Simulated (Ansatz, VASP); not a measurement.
## Two plane-wave programs on AlCuC4N4

The input INCAR:

```
SYSTEM = AlCuC4N4
  PREC = Accurate
  ENCUT = 600
  EDIFF = 1E-6
  ISMEAR = 0
  SIGMA = 0.02
  LREAL = .False.
  LASPH = .True.
  NELM = 100
  ALGO = Normal
  ISIF = 3
  LWAVE = .False.
  LCHARG = .False.
  GGA = PE
  IBRION = 2
  NSW = 100
  EDIFFG = -0.01
```

File KPOINTS:

```
Automatic mesh
0
Gamma
  4 4 4
  0 0 0
```

File POSCAR:

```
AlCuC4N4
1.0
    5.7055422207      0.0000000000      0.0000000000
    0.0000000000      5.7055422207      0.0000000000
    0.0000000000      0.0000000000      5.7055422207
Al Cu C N
1 1 4 4
Direct
    0.5000000000      0.5000000000      0.5000000000
    0.0000000000      0.0000000000      0.0000000000
    0.1944868891      0.1944868891      0.1944868891
    0.1944868891      0.8055131109      0.8055131109
    0.8055131109      0.1944868891      0.8055131109
    0.8055131109      0.8055131109      0.1944868891
    0.3133541504      0.3133541504      0.3133541504
    0.3133541504      0.6866458496      0.6866458496
    0.6866458496      0.3133541504      0.6866458496
    0.6866458496      0.6866458496      0.3133541504
```

Input for Ansatz:

```yaml
crystal:
  lattice:
    - [5.7055422207, 0.0, 0.0]
    - [0.0, 5.7055422207, 0.0]
    - [0.0, 0.0, 5.7055422207]
  atoms:
    - { symbol: Al, position: [0.5, 0.5, 0.5] }
    - { symbol: Cu, position: [0.0, 0.0, 0.0] }
    - { symbol: C, position: [0.1944868891, 0.1944868891, 0.1944868891] }
    - { symbol: C, position: [0.1944868891, 0.8055131109, 0.8055131109] }
    - { symbol: C, position: [0.8055131109, 0.1944868891, 0.8055131109] }
    - { symbol: C, position: [0.8055131109, 0.8055131109, 0.1944868891] }
    - { symbol: "N", position: [0.3133541504, 0.3133541504, 0.3133541504] }
    - { symbol: "N", position: [0.3133541504, 0.6866458496, 0.6866458496] }
    - { symbol: "N", position: [0.6866458496, 0.3133541504, 0.6866458496] }
    - { symbol: "N", position: [0.6866458496, 0.6866458496, 0.3133541504] }
basis:
  ecutwfc: 420
kpoints:
  mp_grid: { grid: [4, 4, 4] }
hamiltonian:
  xc: pbe
scf:
  occupations: { method: gaussian, width: 0.02 }
output:
  forces: true
  stress: true
  eigenvalues: true
relax:
  adjacent_minimum: "off"
  f_tol: 0.01
  max_steps: 80
  cell: { stress_tol: 0.05 }
```

Alike in both runs: task relaxation of cell and atoms; functional PBE; k mesh 4 × 4 × 4; occupations gaussian, width 0.02 eV; no spin polarisation.

|  | VASP | Ansatz |
| --- | --- | --- |
| version | VASP 6.6.1 | Ansatz 0.2.0 |
| potentials or method | VASP PAW PBE potentials, release 64 (Al, Cu, C, N), cutoff 600 eV | scalar-relativistic, plane waves, PAW |
| valence electrons in the cell | 50 | 58 |

|  | VASP | Ansatz | Ansatz less VASP |
| --- | --- | --- | --- |
| gap on the k mesh at the Fermi level, each at its own relaxed structure (eV) | 3.97 | 3.97 | -0.002 |
| relaxed volume (Å³/atom) | 18.57 | 18.56 | -0.007 |
| relaxed length of the cell vector where the two differ most in proportion (Å) | 5.705 | 5.704 | -0.0007 |

VASP's potentials hold 50 valence electrons a cell and Ansatz's 58, so a difference there can come from the potentials and not from the codes.

Noted on VASP's run: the standard files for N, O and F lose accuracy on very short bonds.
